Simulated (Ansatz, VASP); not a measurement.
## C in VASP and in Ansatz

File INCAR:

```
  PREC = Accurate
  ENCUT = 600
  EDIFF = 1E-6
  ISMEAR = 0
  SIGMA = 0.1
  LREAL = False
  LASPH = True
  NELM = 100
  ALGO = Normal
  ISIF = 3
  LWAVE = False
  LCHARG = False
  GGA = PE
  IBRION = 2
  NSW = 90
  EDIFFG = -0.04
```

The input KPOINTS:

```
Automatic mesh
0
Gamma
  4 8 4
```

POSCAR

```
C
1.0
    3.8478814600      0.0000000000      0.0000000000
    0.0000000000      2.1313070800      0.0000000000
    0.0000000000      0.0000000000      4.2870968500
C
8
Direct
    0.3808429800      0.2315920000      0.1153740000
    0.8808429800      0.7684080000      0.3846260000
    0.6191570200      0.2315920000      0.3846260000
    0.1191570200      0.2315920000      0.6153740000
    0.1191570200      0.7684080000      0.1153740000
    0.8808429800      0.2315920000      0.8846260000
    0.3808429800      0.7684080000      0.6153740000
    0.6191570200      0.7684080000      0.8846260000
```

Input for Ansatz:

```yaml
crystal:
  lattice:
    - [3.84788146, 0.0, 0.0]
    - [0.0, 2.13130708, 0.0]
    - [0.0, 0.0, 4.28709685]
  atoms:
    - { symbol: C, position: [0.38084298, 0.231592, 0.115374] }
    - { symbol: C, position: [0.88084298, 0.768408, 0.384626] }
    - { symbol: C, position: [0.61915702, 0.231592, 0.384626] }
    - { symbol: C, position: [0.11915702, 0.231592, 0.615374] }
    - { symbol: C, position: [0.11915702, 0.768408, 0.115374] }
    - { symbol: C, position: [0.88084298, 0.231592, 0.884626] }
    - { symbol: C, position: [0.38084298, 0.768408, 0.615374] }
    - { symbol: C, position: [0.61915702, 0.768408, 0.884626] }
basis:
  ecutwfc: 420
kpoints:
  mp_grid: { grid: [4, 8, 4] }
hamiltonian:
  xc: pbe
scf:
  occupations: { method: gaussian, width: 0.1 }
  lower_state_search: "off"
output:
  forces: true
  stress: true
  eigenvalues: true
relax:
  adjacent_minimum: "off"
  f_tol: 0.04
  max_steps: 70
  cell: { stress_tol: 0.4 }
```

Alike in both runs: task relaxation of cell and atoms; functional PBE; k mesh 4 × 8 × 4; occupations gaussian, width 0.1 eV; no spin polarisation.

```csv
,VASP,Ansatz
version,VASP 6.6.1,Ansatz 0.2.0
potentials or method,"VASP PAW PBE potentials, release 64 (C), cutoff 600 eV","scalar-relativistic, plane waves, PAW"
valence electrons in the cell,32,32
```

VASP gave:

* relaxed volume (Å³/atom): 7.96
* relaxed cell length with the largest relative difference (Å): 6.061

Which values does Ansatz return?

Relaxed volume (Å³/atom): 10.59; relaxed cell length with the largest relative difference (Å): 8.041.

One of these differences is far larger than is usual between the two programs; its cause wasn't traced.

The k mesh is coarse, so the values compare programs but aren't converged. Noted on VASP's run: the volume moved by over 15 % at a fixed basis, so the end points are rough.
